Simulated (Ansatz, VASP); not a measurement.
# Two plane-wave programs on Pt

```
Pt
1.0
     2.71415    0.00000    0.00000
    -1.35708    2.35052    0.00000
     0.00000    0.00000    4.65846
Pt
2
Direct
  0.33333 0.66667 0.25000
  0.66667 0.33333 0.75000
```

Change from the starting cell: volume scaled by 1, PAW files.

Alike in both runs: task single point; functional LDA; k mesh 16 × 16 × 9; occupations fermi-dirac, width 0.08 eV; no spin polarisation.

|  | VASP | Ansatz |
| --- | --- | --- |
| version | VASP 6.6.1 | Ansatz 0.2.0 |
| potentials or method | VASP PAW LDA potentials, release 64 (Pt) | PAW with Ansatz's default frozen-core files, scalar-relativistic |
| plane-wave cutoff (eV) | 520 | 420 |
| valence electrons in the cell | 20 | 36 |

VASP gave:

```
pressure (GPa)                                                : 0.8
traceless stress, the component that is largest in VASP (GPa) : -0.28
```

Question: Which values does Ansatz return?

Answer: Pressure (GPa): 0.0; traceless stress, the component that is largest in VASP (GPa): 0.01.

LDA's correlation is that of Perdew and Zunger in VASP and of Perdew and Wang (1992) in Ansatz. VASP's potentials hold 20 valence electrons a cell and Ansatz's 36, so a difference there can come from the potentials and not from the codes.

Neither program's run includes spin-orbit coupling.
